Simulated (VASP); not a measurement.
Set up this calculation in VASP 6.6.1, as the native input.

```yaml
Task: single point
Functional: PBE
Potentials_or_basis: VASP PAW PBE potentials, release 64 (Mo_sv, S)
Cutoff: 500 eV
k_mesh: 9 × 9 × 2
Occupations: gaussian, width 0.01 eV
Spin: no spin polarisation
Dipole_correction: no
Further_INCAR_settings: ALGO = Normal; EDIFF = 1e-06; NBANDS = 35
```

The structure of MoS2 lies in POSCAR:

```
MoS2
1.0
    3.1600000000      0.0000000000      0.0000000000
   -1.5800000000      2.7366402760      0.0000000000
    0.0000000000      0.0000000000     12.2900000000
Mo S
2 4
Direct
    0.3333333300      0.6666666700      0.2500000000
    0.6666666700      0.3333333300      0.7500000000
    0.6666666700      0.3333333300      0.1270000000
    0.6666666700      0.3333333300      0.3730000000
    0.3333333300      0.6666666700      0.6270000000
    0.3333333300      0.6666666700      0.8730000000
```

These files were run (other wordings do the same):

INCAR

```
ALGO     = Normal         # electronic algorithm
EDIFF    = 1E-6           # SCF threshold, eV
ENCUT    = 500            # plane-wave cutoff, eV
GGA      = PE             # functional
GGA_COMPAT= False        
ISIF     = 2              # what is computed and relaxed
ISMEAR   = 0              # smearing method
LASPH    = True           # aspherical terms in the spheres
LCHARG   = False          # write CHGCAR
LREAL    = False          # projectors in reciprocal space
LWAVE    = False          # write WAVECAR
NBANDS   = 35             # bands
NELM     = 120            # most SCF steps
PREC     = Accurate       # precision mode
SIGMA    = 0.01           # smearing width, eV
```

KPOINTS

```
k-points
0
Gamma
  9 9 2
```

Potentials or basis: VASP PAW PBE potentials, release 64 (Mo_sv, S).

Run with:

```sh
$ cat potpaw_PBE.64/Mo_sv/POTCAR potpaw_PBE.64/S/POTCAR > POTCAR
$ mpirun -np 1 vasp_std > vasp.out
```

Results of the run:

* Pressure: 8.2 GPa
* Largest force: 1.082 eV/Å
* Band gap on the k mesh: 0.77 eV, indirect (least direct gap 1.60 eV)

Caveat: this functional lacks dispersion, which binds the layers, so the pressure and a relaxed spacing across them are unreliable; forces of over 1 eV/Å act on the atoms, so gaps and moduli don't describe the material at rest.

Run time: 2.2 min on 1 thread of Intel Xeon 8259CL, on a shared host, peak memory 0.25 GiB.
